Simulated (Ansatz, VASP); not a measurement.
TiAl: VASP beside Ansatz

The input INCAR:

```
SYSTEM = TiAl
ALGO     = Fast           ! electronic algorithm
EDIFF    = 1E-6           ! SCF threshold, eV
ENCUT    = 520            ! plane-wave cutoff, eV
GGA      = PS             ! functional
ISIF     = 2              ! what is computed and relaxed
ISMEAR   = 0              ! smearing method
LASPH    = .TRUE.         ! aspherical terms in the spheres
LCHARG   = .FALSE.        ! write CHGCAR
LREAL    = .FALSE.        ! projectors in reciprocal space
LWAVE    = .FALSE.        ! write WAVECAR
NBANDS   = 14             ! bands
NELM     = 80             ! most SCF steps
PREC     = Accurate       ! precision mode
SIGMA    = 0.15           ! smearing width, eV
```

The input KPOINTS:

```
k-points
0
G
  14 14 14
  0 0 0
```

POSCAR

```
TiAl
1.0
    3.1560751060      0.0000000000      0.0000000000
    0.0000000000      3.1560751060      0.0000000000
    0.0000000000      0.0000000000      3.1560751060
Ti Al
1 1
Direct
    0.0000000000      0.0000000000      0.0000000000
    0.5000000000      0.5000000000      0.5000000000
```

Input for Ansatz:

```yaml
crystal:
  lattice:
    - [3.156075106, 0.0, 0.0]
    - [0.0, 3.156075106, 0.0]
    - [0.0, 0.0, 3.156075106]
  atoms:
    - { symbol: Ti, position: [0.0, 0.0, 0.0] }
    - { symbol: Al, position: [0.5, 0.5, 0.5] }
basis:
  ecutwfc: 520.0
kpoints:
  mp_grid: { grid: [14, 14, 14] }
hamiltonian:
  xc: pbesol
  pseudopotentials: { kind: paw, azcp: { folder: soft_1 } }
scf:
  occupations: { method: gaussian, width: 0.15 }
output:
  forces: true
  stress: true
  eigenvalues: true
  write_density: true
  write_potential: true
  elf: true
  volumetric_format: npy
```

Alike in both runs: task single point; functional PBEsol; k mesh 14 × 14 × 14; occupations gaussian, width 0.15 eV; no spin polarisation.

```csv
,VASP,Ansatz
version,VASP 6.6.1,Ansatz 0.2.0
potentials or method,"VASP PAW PBE potentials, release 64 (Ti_sv, Al), cutoff 520 eV","scalar-relativistic, plane waves, PAW"
valence electrons in the cell,15,15
```

VASP gave:

- gap on the k mesh at the Fermi level (eV): none
- pressure (GPa): 0.1

Which values does Ansatz return?

gap on the k mesh at the Fermi level (eV): none; pressure (GPa): 0.0.

VASP's potentials were made for PBE, not for PBEsol, and Ansatz warns of the same on its side. A gap of «none» marks a metal or a gap that the smearing closes.
